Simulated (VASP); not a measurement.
# B (P4_2/mmc) in VASP: notebook, part 2 of 2

VASP 6.6.1. Earlier steps stand in the parts before.

### Step 3. Relaxation of cell and atoms, PBE

This run uses another cell than the first one, of 9.76 Å³/atom, 1.117 times its volume.

INCAR

```
SYSTEM = B
ALGO     = Normal         ! electronic algorithm
EDIFF    = 1E-7           ! SCF threshold, eV
EDIFFG   = -0.01          ! ionic threshold
ENCUT    = 600            ! plane-wave cutoff, eV
GGA      = PE             ! functional
IBRION   = 2              ! ionic algorithm
ISIF     = 3              ! what is computed and relaxed
ISMEAR   = 0              ! smearing method
LASPH    = .TRUE.         ! aspherical terms in the spheres
LCHARG   = .FALSE.        ! write CHGCAR
LREAL    = .FALSE.        ! projectors in reciprocal space
LWAVE    = .FALSE.        ! write WAVECAR
NELM     = 100            ! most SCF steps
NSW      = 100            ! ionic steps
PREC     = Accurate       ! precision mode
SIGMA    = 0.1            ! smearing width, eV
```

KPOINTS

```
k-points
0
G
  10 10 8
  0 0 0
```

POSCAR

```
B
1.0
    4.0098683480      0.0000000000      0.0000000000
    0.0000000000      4.0098683480      0.0000000000
    0.0000000000      0.0000000000      4.8554917450
B
8
Direct
    0.7912180920      0.5000000000      0.1898054778
    0.5000000000      0.7912180920      0.6898054778
    0.5000000000      0.2087819080      0.6898054778
    0.7912180920      0.5000000000      0.8101945222
    0.2087819080      0.5000000000      0.8101945222
    0.2087819080      0.5000000000      0.1898054778
    0.5000000000      0.7912180920      0.3101945222
    0.5000000000      0.2087819080      0.3101945222
```

Potentials or basis: VASP PAW PBE potentials, release 64 (B).

On the command line:

```
$ cat potpaw_PBE.64/B/POTCAR > POTCAR
$ mpirun -np 1 vasp_std > vasp.out
```

OUTCAR:

```text
SYSTEM = B
   EDIFF = 1E-7
   EDIFFG = -0.01
   ENCUT = 600
   GGA = PE
   IBRION = 2
   ISIF = 3
   ISMEAR = 0
   LASPH = .TRUE.
   LREAL = .FALSE.
   NELM = 100
   NSW = 100
   PREC = Accurate

 ion  position               nearest neighbor table
   1  0.791  0.500  0.190-   6 1.67   7 1.75   8 1.75   4 1.84
   2  0.500  0.791  0.690-   3 1.67   4 1.75   5 1.75   7 1.84
   3  0.500  0.209  0.690-   2 1.67   4 1.75   5 1.75   8 1.84
   4  0.791  0.500  0.810-   5 1.67   3 1.75   2 1.75   1 1.84
   5  0.209  0.500  0.810-   4 1.67   3 1.75   2 1.75   6 1.84
   6  0.209  0.500  0.190-   1 1.67   7 1.75   8 1.75   5 1.84
   7  0.500  0.791  0.310-   8 1.67   6 1.75   1 1.75   2 1.84
   8  0.500  0.209  0.310-   7 1.67   6 1.75   1 1.75   3 1.84

  LATTYP: Found a simple tetragonal cell.
 ALAT       =     4.0098683480
 C/A-ratio  =     1.2108855762

  Lattice vectors:

 A1 = (   4.0098683480,   0.0000000000,   0.0000000000)
 A2 = (   0.0000000000,   4.0098683480,   0.0000000000)
 A3 = (   0.0000000000,   0.0000000000,   4.8554917450)

Analysis of symmetry for initial positions (statically):
=====================================================================
 Subroutine PRICEL returns:
 Original cell was already a primitive cell.

 Routine SETGRP: Setting up the symmetry group for a
 simple tetragonal supercell.

[... 301 lines left out ...]
  free  energy   TOTEN  =       -44.8454349547 eV

  energy  without entropy=      -44.8292189801  energy(sigma->0) =      -44.83732697

[... ionic steps 4 to 39 ...]

--------------------------------------- Ionic step       40  -------------------------------------------

 number of electron      24.0000001 magnetization

------------------------ aborting loop because EDIFF is reached ----------------------------------------
[... 79 lines left out ...]
--------------------------------------- Ionic step       42  -------------------------------------------

 number of electron      24.0000001 magnetization

 Free energy of the ion-electron system (eV)
  ---------------------------------------------------
  ext. energy  EPLUGINS =         0.00000000
  ---------------------------------------------------
  free energy    TOTEN  =       -46.95769246 eV

  energy without entropy =      -46.94832454  energy(sigma->0) =      -46.95300850

 E-fermi :   4.5814     XC(G=0): -10.7496

 val. band max:        4.5794521341   @ k =   0.4000   0.4000   0.3750
 cond. band min:       4.5837500433   @ k =   0.4000   0.3000   0.2500
 fundamental gap:      0.0042979092
 Fermi energy:         4.5813905076

 k-point     1 :       0.0000    0.0000    0.0000
  band No.  band energies     occupation
      1     -10.2891      2.00000
      2      -4.1968      2.00000
      3      -3.2282      2.00000
      4      -3.0695      2.00000
      5      -3.0695      2.00000
      6      -2.9351      2.00000
[... 457 lines left out ...]
      4      -3.3264      2.00000
      5      -2.7388      2.00000
      6      -0.7854      2.00000
[... 9 lines left out ...]
     16       7.0383      0.00000
     17       7.4446      0.00000

 [... further k-points ...]
[... 5 lines left out ...]
  --------------------------------------------------------------------------------------
  -------------------------------------------------------------------------------------
  Total       -0.0063343     -0.0063343     -0.0077034      0.0000000      0.0000000      0.0000000
  in kB       -0.1502055     -0.1502055     -0.1826722      0.0000000      0.0000000      0.0000000
  external PRESSURE =      -0.1610277 kB  Pullay stress =       0.0000000 kB
[... 23 lines left out ...]
  FREE ENERGIE OF THE ION-ELECTRON SYSTEM (eV)
  ---------------------------------------------------
  free  energy   TOTEN  =       -46.9576924590 eV

  energy  without entropy=      -46.9483245354  energy(sigma->0) =      -46.95300850

 reached required accuracy - stopping structural energy minimisation
```

Run time: 54 min. Hardware: 1 thread of AMD EPYC 7R43 (Zen 3), shared host; peak memory 0.23 GiB.

What came out:

```yaml
Free_energy: -46.9577 eV
Relaxed_volume: 8.45 Å³/atom
Relaxed_cell: a = 4.203 Å, b = 4.203 Å, c = 3.825 Å, α = 90.00°, β = 90.00°, γ = 90.00°
Space_group_after_relaxing_to_0.05_Å: P4/mmm (No. 123)
Energy_gained_by_relaxing: 266.9 meV/atom
Ionic_steps: 42
Pressure_after_relaxing: 0.0 GPa
Largest_force_after_relaxing: 0.005 eV/Å
Band_gap_on_the_k_mesh: zero (band 12 reaches 5.17 eV, above the bottom of band 13 at 3.82 eV)
```

Forces in eV/Å, atoms in the order of the input:
```
B   -0.003  0.000 -0.004
B    0.000 -0.003 -0.004
B    0.000  0.003 -0.004
B   -0.003  0.000  0.004
B    0.003  0.000  0.004
B    0.003  0.000 -0.004
B    0.000 -0.003  0.004
B    0.000  0.003  0.004
```

The path:
| step | energy change (eV) | largest force (eV/Å) | pressure (GPa) | volume (Å³) |
| --- | --- | --- | --- | --- |
| 1 | 0.0000 | 0.2465 | -0.31 | 78.07 |
| 3 | -0.0229 | 0.2610 | 0.65 | 77.68 |
| 5 | -0.0551 | 0.0297 | 0.18 | 77.81 |
| 7 | -0.0221 | 1.9361 | -1.10 | 78.35 |
| 9 | -0.0978 | 0.7714 | -0.60 | 78.07 |
| 11 | -0.1216 | 0.9120 | -0.98 | 78.13 |
| 13 | -0.2378 | 1.6358 | -2.87 | 78.31 |
| 15 | -0.2841 | 2.1243 | -3.98 | 78.39 |
| 17 | -0.3018 | 2.3887 | -4.64 | 78.43 |
| 19 | -0.3093 | 2.9766 | -6.87 | 78.44 |
| 21 | -0.3714 | 2.6237 | -6.07 | 78.40 |
| 23 | -0.6946 | 1.9983 | -7.75 | 77.96 |
| 25 | -1.3893 | 0.3402 | -11.54 | 76.11 |
| 27 | -1.4544 | 0.3833 | -11.70 | 75.68 |
| 29 | -1.5695 | 0.5742 | -10.03 | 74.21 |
| 31 | -1.6509 | 1.4851 | 13.47 | 63.72 |
| 33 | -1.9831 | 0.7638 | 0.28 | 67.98 |
| 35 | -2.1238 | 0.2061 | 1.29 | 66.98 |
| 37 | -2.1338 | 0.0056 | 0.60 | 67.29 |
| 39 | -2.1350 | 0.0298 | 0.12 | 67.51 |
| 41 | -2.1351 | 0.0136 | -0.01 | 67.56 |
| 42 | -2.1351 | 0.0048 | -0.02 | 67.57 |

Final structure:
```
B
1.0
     4.20312    0.00000    0.00000
     0.00000    4.20312    0.00000
     0.00000    0.00000    3.82454
B
8
Direct
  0.79664 0.50000 0.25006
  0.50000 0.79664 0.75006
  0.50000 0.20336 0.75006
  0.79664 0.50000 0.74994
  0.20336 0.50000 0.74994
  0.20336 0.50000 0.25006
  0.50000 0.79664 0.24994
  0.50000 0.20336 0.24994
```

Levels at points of the mesh, in eV from the Fermi level:
| k point | band 10 | band 11 | band 12 | band 13 | band 14 | band 15 |
| --- | --- | --- | --- | --- | --- | --- |
| (0.00, 0.00, 0.00) | -1.65 | -0.85 | -0.85 | -0.76 | -0.01 | -0.01 |
| (0.50, 0.00, 0.00) | -2.88 | -1.21 | -0.76 | 0.86 | 1.11 | 1.36 |
| (0.50, 0.50, 0.00) | -2.45 | -2.28 | -2.28 | -0.12 | 2.75 | 2.75 |
| (0.00, 0.00, 0.50) | -5.45 | -0.27 | -0.27 | 3.23 | 3.23 | 4.16 |
| (0.50, 0.00, 0.50) | -2.40 | -1.37 | -1.37 | 3.44 | 3.45 | 3.48 |
| (0.50, 0.50, 0.50) | -0.38 | -0.38 | -0.38 | 3.33 | 3.33 | 4.47 |
